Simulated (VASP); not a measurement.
# Sc (P6_3/mmc) in VASP: notebook

Runs on Sc. Level: r2SCAN. Tasks: single point.

All numbers are computed with VASP 6.6.1; they aren't measurements. Logs are shortened: lines on timing, memory, paths and dates and some standing lists are left out, and cuts for length are marked.

## Step 1: The cell of the first run

Symmetry: P6_3/mmc, No. 194, hexagonal system. Conventional cell: a = 3.310 Å, b = 3.310 Å, c = 5.169 Å, α = 90.00°, β = 90.00°, γ = 120.00°. Within 4.2 Å of Sc (site symmetry -6m2) lie 12 Sc at 3.21 to 3.31 Å.

## Step 2: Single point, r2SCAN

The input, POSCAR:

```
Sc
1.0
    3.3103303696      0.0000000000      0.0000000000
   -1.6551651848      2.8668301950      0.0000000000
    0.0000000000      0.0000000000      5.1692926421
Sc
2
Direct
    0.3333333333      0.6666666667      0.2500000000
    0.6666666667      0.3333333333      0.7500000000
```

The input, INCAR.step1:

```
  ALGO = Normal
  EDIFF = 1E-4
  ENCUT = 520
  GGA = PE
  ISMEAR = -1
  LASPH = True
  LCHARG = False
  LREAL = False
  LWAVE = True
  NBANDS = 18
  NELM = 100
  PREC = Accurate
  SIGMA = 0.08
```

The input, INCAR.step2:

```
  ALGO = Normal
  EDIFF = 1E-6
  ENCUT = 520
  ISIF = 2
  ISMEAR = -1
  ISTART = 1
  LASPH = True
  LCHARG = True
  LELF = True
  LMIXTAU = True
  LREAL = False
  LVHAR = True
  LWAVE = False
  METAGGA = R2SCAN
  NBANDS = 18
  NELM = 100
  PREC = Accurate
  SIGMA = 0.08
```

The input, KPOINTS:

```
k-points
0
Gamma
  16 16 10
```

Potentials or basis: VASP PAW PBE potentials, release 64 (Sc_sv).

On the command line:

```console
> cat potpaw_PBE.64/Sc_sv/POTCAR > POTCAR
> cp INCAR.step1 INCAR
> mpirun -np 1 vasp_std > vasp.out
> cp INCAR.step2 INCAR
> mpirun -np 1 vasp_std > vasp.out
```

OUTCAR:

```text
EDIFF = 1E-6
   ENCUT = 520
   ISIF = 2
   ISMEAR = -1
   ISTART = 1
   LASPH = True
   LREAL = False
   METAGGA = R2SCAN
   NELM = 100
   PREC = Accurate

 ion  position               nearest neighbor table
   1  0.333  0.667  0.250-   2 3.21   2 3.21   2 3.21   2 3.21   2 3.21   2 3.21
   2  0.667  0.333  0.750-   1 3.21   1 3.21   1 3.21   1 3.21   1 3.21   1 3.21

  LATTYP: Found a hexagonal cell.
 ALAT       =     3.3103303696
 C/A-ratio  =     1.5615639725

  Lattice vectors:

 A1 = (   3.3103303696,   0.0000000000,   0.0000000000)
 A2 = (  -1.6551651848,   2.8668301950,   0.0000000000)
 A3 = (   0.0000000000,   0.0000000000,   5.1692926421)

Analysis of symmetry for initial positions (statically):
=====================================================================
 Subroutine PRICEL returns:
 Original cell was already a primitive cell.

 Routine SETGRP: Setting up the symmetry group for a
 hexagonal supercell.

 Subroutine GETGRP returns: Found 24 space group operations
 (whereof 12 operations were pure point group operations)
 out of a pool of 24 trial point group operations.

The static configuration has the point symmetry D_3d.
 The point group associated with its full space group is D_6h.

Analysis of symmetry for dynamics (positions and initial velocities):
=====================================================================
 Subroutine PRICEL returns:
 Original cell was already a primitive cell.

 Routine SETGRP: Setting up the symmetry group for a
 hexagonal supercell.

 Subroutine GETGRP returns: Found 24 space group operations
 (whereof 12 operations were pure point group operations)
 out of a pool of 24 trial point group operations.

The dynamic configuration has the point symmetry D_3d.
 The point group associated with its full space group is D_6h.

 Subroutine INISYM returns: Found 24 space group operations
 (whereof 12 operations are pure point group operations),
 and found     1 'primitive' translations

----------------------------------------------------------------------------------------

                                     Primitive cell

  volume of cell :      49.0574

  direct lattice vectors                    reciprocal lattice vectors
     3.310330370  0.000000000  0.000000000     0.302084653  0.174408656  0.000000000
    -1.655165185  2.866830195  0.000000000     0.000000000  0.348817311  0.000000000
     0.000000000  0.000000000  5.169292642     0.000000000  0.000000000  0.193450065

  length of vectors
     3.310330370  3.310330370  5.169292642     0.348817311  0.348817311  0.193450065

  position of ions in fractional coordinates (direct lattice)
     0.333333333  0.666666667  0.250000000
     0.666666667  0.333333333  0.750000000

  ion indices of the primitive-cell ions
   primitive index   ion index
                 1           1
                 2           2

----------------------------------------------------------------------------------------

 KPOINTS: k-points

Automatic generation of k-mesh.
 Grid dimensions read from file:
 generate k-points for:   16   16   10

 Generating k-lattice:

  Cartesian coordinates                     Fractional coordinates (reciprocal lattice)
     0.018880291  0.010900541  0.000000000     0.062500000  0.000000000  0.000000000
     0.000000000  0.021801082  0.000000000     0.000000000  0.062500000  0.000000000
     0.000000000  0.000000000  0.019345007     0.000000000  0.000000000  0.100000000

  Length of vectors
     0.021801082  0.021801082  0.019345007

  Shift w.r.t. Gamma in fractional coordinates (k-lattice)
     0.000000000  0.000000000  0.000000000

 Subroutine IBZKPT returns following result:
 ===========================================

 Found    180 irreducible k-points:

 Following reciprocal coordinates:
            Coordinates               Weight
  0.000000  0.000000  0.000000      1.000000
  0.062500  0.000000  0.000000      6.000000
  0.125000  0.000000  0.000000      6.000000
  0.187500 -0.000000  0.000000      6.000000
  0.250000  0.000000  0.000000      6.000000
  0.312500  0.000000  0.000000      6.000000
[... 16 lines left out ...]
  0.187500  0.187500  0.000000      6.000000
  0.250000  0.187500  0.000000     12.000000
 [... further k-points ...]
   k-points           NKPTS =    180   k-points in BZ     NKDIM =    180   number of bands    NBANDS=     18
   number of dos      NEDOS =    301   number of ions     NIONS =      2
   total plane-waves  NPLWV =  31360
   dimension x,y,z NGX =    28 NGY =   28 NGZ =   40
   dimension x,y,z NGXF=    56 NGYF=   56 NGZF=   80
   ions per type =               2
   NGX,Y,Z   is equivalent  to a cutoff of  14.06, 14.06, 12.86 a.u.
   NGXF,Y,Z  is equivalent  to a cutoff of  28.12, 28.12, 25.73 a.u.
 SYSTEM =  unknown system
   PREC   = accura    normal or accurate (medium, high low for compatibility)
   ISTART =      1    job   : 0-new  1-cont  2-samecut
   ICHARG =      0    charge: 1-file 2-atom 10-const
   ISPIN  =      1    spin polarized calculation?
   LNONCOLLINEAR =      F non collinear calculations
   LSORBIT =      F    spin-orbit coupling
   LASPH  =      T    aspherical Exc in radial PAW
   ENCUT  =  520.0 eV  38.22 Ry    6.18 a.u.   6.16  6.16  9.61*2*pi/ulx,y,z
   NELM   =    100;   NELMIN=  2; NELMDL=  0     # of ELM steps
   EDIFF  = 0.1E-05   stopping-criterion for ELM
   LREAL  =      F    real-space projection
   EDIFFG = 0.1E-04   stopping-criterion for IOM
   NSW    =      0    number of steps for IOM
   IBRION =     -1    ionic relax: 0-MD 1-quasi-New 2-CG
   NFREE  =      0    steps in history (QN), initial steepest desc. (CG)
   ISIF   =      2    stress and relaxation
   ISYM   =      2    0-nonsym 1-usesym 2-fastsym
   POTIM  = 0.5000    time-step for ionic-motion
   TEBEG  =    0.0;   TEEND  =   0.0 temperature during run
   PSTRESS=    0.0 pullay stress
   NELECT =      22.0000    total number of electrons
   NUPDOWN=      -1.0000    fix difference up-down
   EMIN   =  10.00;   EMAX   =-10.00  energy-range for DOS
   EFERMI =   0.00;   METHOD = LEGACY
   ISMEAR =    -1;   SIGMA  =   0.08  broadening in eV -4-tet -1-fermi 0-gaus
   EFERMI_NEDOS =   21; number of points for ismear=-14 and -15
   IALGO  =     38    algorithm
   IMIX   =      4    mixing-type and parameters
     AMIX     =   0.40;   BMIX     =  1.00
     AMIX_MAG =   1.60;   BMIX_MAG =  1.00
  volume/ion in A,a.u.               =      24.53       165.53
  Fermi-wavevector in a.u.,A,eV,Ry     =   1.253086  2.367989 21.364205  1.570225
  Thomas-Fermi vector in A             =   2.386956
   LORBIT       =      0    0 simple, 1 ext, 2 COOP (PROOUT), +10 PAW based schemes
   METAGGA = R2SCAN    functional components
   LHFCALC =     F    Hartree Fock is set to
   AEXX    =    0.0000 exact exchange contribution
   IVDW    =     0    specifies the selected vdW correction
   LEPSILON=     F    determine dielectric tensor
   LRPA    =     F    only Hartree local field effects (RPA)
 non-spin polarized calculation
  energy-cutoff  :      520.00
  volume of cell :       49.06
 maximum number of plane-waves:      1345
 NGX is ok and might be reduce to    28
   NGX = 13   NGY = 13   NGZ = 19

 number of electron      21.9999995 magnetization

 Free energy of the ion-electron system (eV)
  ---------------------------------------------------
  ext. energy  EPLUGINS =         0.00000000
  ---------------------------------------------------
  free energy    TOTEN  =       -22.74873360 eV

  energy without entropy =      -22.67061985  energy(sigma->0) =      -22.70967672

 E-fermi :   3.7479     XC(G=0): -10.6256

 val. band max:        3.7466783605   @ k =   0.1875  -0.0000   0.1000
 cond. band min:       3.7501693271   @ k =   0.2500   0.2500   0.4000
 fundamental gap:      0.0034909665
 Fermi energy:         3.7479271425

 k-point     1 :       0.0000    0.0000    0.0000
  band No.  band energies     occupation
      1     -47.7508      2.00000
      2     -47.6757      2.00000
      3     -25.6263      2.00000
      4     -25.2529      2.00000
      5     -25.2529      2.00000
      6     -25.1847      2.00000
[... 10 lines left out ...]
     17       6.3619      0.00000
     18       6.3619      0.00000

 k-point     2 :       0.0625    0.0000    0.0000
  band No.  band energies     occupation
      1     -47.7488      2.00000
      2     -47.6750      2.00000
      3     -25.6208      2.00000
      4     -25.2633      2.00000
      5     -25.2565      2.00000
      6     -25.1958      2.00000
[... 10 lines left out ...]
     17       6.2828      0.00000
     18       6.3039      0.00000

 k-point     3 :       0.1250    0.0000    0.0000
  band No.  band energies     occupation
      1     -47.7431      2.00000
      2     -47.6731      2.00000
      3     -25.6049      2.00000
      4     -25.2933      2.00000
      5     -25.2667      2.00000
      6     -25.2269      2.00000
[... 10 lines left out ...]
     17       6.1760      0.00000
     18       6.2787      0.00000

 k-point     4 :       0.1875   -0.0000    0.0000
  band No.  band energies     occupation
      1     -47.7344      2.00000
      2     -47.6705      2.00000
      3     -25.5797      2.00000
      4     -25.3386      2.00000
      5     -25.2815      2.00000
      6     -25.2724      2.00000
[... 375 lines left out ...]
      4     -25.4438      2.00000
      5     -25.4189      2.00000
      6     -25.3620      2.00000
[... 10 lines left out ...]
     17       7.8710      0.00000
     18       8.0536      0.00000

 k-point    23 :       0.1875    0.1875    0.0000
  band No.  band energies     occupation
      1     -47.7096      2.00000
      2     -47.6656      2.00000
      3     -25.5020      2.00000
      4     -25.4165      2.00000
      5     -25.4139      2.00000
      6     -25.3074      2.00000
[... 10 lines left out ...]
     17       7.1701      0.00000
     18       7.5759      0.00000

 k-point    24 :       0.2500    0.1875    0.0000
  band No.  band energies     occupation
      1     -47.6996      2.00000
      2     -47.6651      2.00000
      3     -25.4668      2.00000
      4     -25.4589      2.00000
      5     -25.4288      2.00000
      6     -25.3334      2.00000
[... 10 lines left out ...]
     17       7.5609      0.00000
     18       7.9878      0.00000

 [... further k-points ...]
[... 5 lines left out ...]
  --------------------------------------------------------------------------------------
  -------------------------------------------------------------------------------------
  Total        0.3685223      0.3685223      0.3571036      0.0000000      0.0000000     -0.0000000
  in kB       12.0356596     12.0356596     11.6627356      0.0000000      0.0000000     -0.0000000
  external PRESSURE =      11.9113516 kB  Pullay stress =       0.0000000 kB

 VOLUME and BASIS-vectors are now :
 -----------------------------------------------------------------------------
  energy-cutoff  :      520.00
  volume of cell :       49.06
      direct lattice vectors                 reciprocal lattice vectors
     3.310330370  0.000000000  0.000000000     0.302084653  0.174408656  0.000000000
    -1.655165185  2.866830195  0.000000000     0.000000000  0.348817311  0.000000000
     0.000000000  0.000000000  5.169292642     0.000000000  0.000000000  0.193450065

 POSITION                                       TOTAL-FORCE (eV/Angst)
 -----------------------------------------------------------------------------------
     -0.00000      1.91122      1.29232        -0.000000      0.000000     -0.000000
      1.65517      0.95561      3.87697         0.000000     -0.000000      0.000000
 -----------------------------------------------------------------------------------
    total drift:                               -0.000000      0.000000     -0.000000

  FREE ENERGIE OF THE ION-ELECTRON SYSTEM (eV)
  ---------------------------------------------------
  free  energy   TOTEN  =       -22.7487336012 eV

  energy  without entropy=      -22.6706198462  energy(sigma->0) =      -22.70967672
```

Wall time 6.3 min (1 thread of AMD EPYC 9R45 (Zen 5), shared host); peak memory 0.24 GiB.

What came out:

```yaml
Free_energy: -22.7487 eV
Pressure: 1.2 GPa
Band_gap_on_the_k_mesh: zero (band 11 reaches 4.85 eV, above the bottom of band 12 at 3.26 eV)
```

Levels at points of the mesh, in eV from the Fermi level:
| k point | band 7 | band 8 | band 9 | band 10 | band 11 | band 12 | band 13 | band 14 | band 15 | band 16 |
| --- | --- | --- | --- | --- | --- | --- | --- | --- | --- | --- |
| (0.00, 0.00, 0.00) | -28.93 | -28.92 | -5.51 | -1.71 | 0.46 | 1.82 | 1.82 | 2.08 | 2.30 | 2.30 |
| (0.50, 0.00, 0.00) | -29.03 | -28.97 | -1.71 | -1.14 | -0.68 | -0.41 | 1.42 | 1.57 | 2.07 | 4.09 |
| (0.00, 0.00, 0.50) | -28.97 | -28.97 | -3.88 | -3.88 | 1.10 | 1.10 | 1.74 | 1.74 | 1.74 | 1.74 |
| (0.50, 0.00, 0.50) | -29.02 | -29.02 | -1.53 | -1.53 | 0.05 | 0.05 | 1.33 | 1.33 | 2.64 | 2.64 |

Caveat: the PAW data sets were made with another functional, which shifts forces and pressure a little.

## Step 3: Single point, r2SCAN

This run uses another cell than the first one, of 24.97 Å³/atom, 1.018 times its volume.

The input, POSCAR:

```
Sc
1.0
    3.3290400756      0.0000000000      0.0000000000
   -1.6645200378      2.8830332757      0.0000000000
    0.0000000000      0.0000000000      5.2030062440
Sc
2
Direct
    0.3333333333      0.6666666667      0.2500000000
    0.6666666667      0.3333333333      0.7500000000
```

The input, INCAR.step1:

```
  PREC = Accurate
  ENCUT = 520
  ISMEAR = -1
  SIGMA = 0.08
  LREAL = F
  LASPH = T
  NELM = 60
  NBANDS = 18
  GGA = PE
  ALGO = Normal
  EDIFF = 1E-4
  LWAVE = T
  LCHARG = F
```

The input, INCAR.step2:

```
  PREC = Accurate
  ENCUT = 520
  EDIFF = 1E-6
  ISMEAR = -1
  SIGMA = 0.08
  LREAL = F
  LASPH = T
  NELM = 60
  ALGO = Normal
  ISIF = 2
  LWAVE = F
  LCHARG = F
  METAGGA = R2SCAN
  LMIXTAU = T
  NBANDS = 18
  ISTART = 1
```

The input, KPOINTS:

```
Automatic mesh
0
Gamma
  16 16 10
```

Potentials or basis: VASP PAW PBE potentials, release 64 (Sc_sv).

On the command line:

```console
> cat potpaw_PBE.64/Sc_sv/POTCAR > POTCAR
> cp INCAR.step1 INCAR
> mpirun -np 1 vasp_std > vasp.out
> cp INCAR.step2 INCAR
> mpirun -np 1 vasp_std > vasp.out
```

Wall time 5.5 min (1 thread of AMD EPYC 9R45 (Zen 5), shared host); peak memory 0.24 GiB.

The run converged. Its results:

- Free energy: -22.7527 eV
- Pressure: 0.2 GPa
- Band gap on the k mesh: zero (band 11 reaches 4.73 eV, above the bottom of band 12 at 3.17 eV)

Levels at points of the mesh, in eV from the Fermi level:
| k point | band 7 | band 8 | band 9 | band 10 | band 11 | band 12 | band 13 | band 14 | band 15 | band 16 |
| --- | --- | --- | --- | --- | --- | --- | --- | --- | --- | --- |
| (0.00, 0.00, 0.00) | -28.99 | -28.98 | -5.48 | -1.68 | 0.41 | 1.80 | 1.80 | 2.05 | 2.27 | 2.27 |
| (0.50, 0.00, 0.00) | -29.09 | -29.03 | -1.70 | -1.12 | -0.66 | -0.41 | 1.39 | 1.55 | 2.03 | 4.01 |
| (0.00, 0.00, 0.50) | -29.02 | -29.02 | -3.87 | -3.87 | 1.08 | 1.08 | 1.72 | 1.72 | 1.72 | 1.72 |
| (0.50, 0.00, 0.50) | -29.08 | -29.08 | -1.51 | -1.51 | 0.04 | 0.04 | 1.30 | 1.30 | 2.60 | 2.60 |

Caveat: the PAW data sets were made with another functional, which shifts forces and pressure a little.
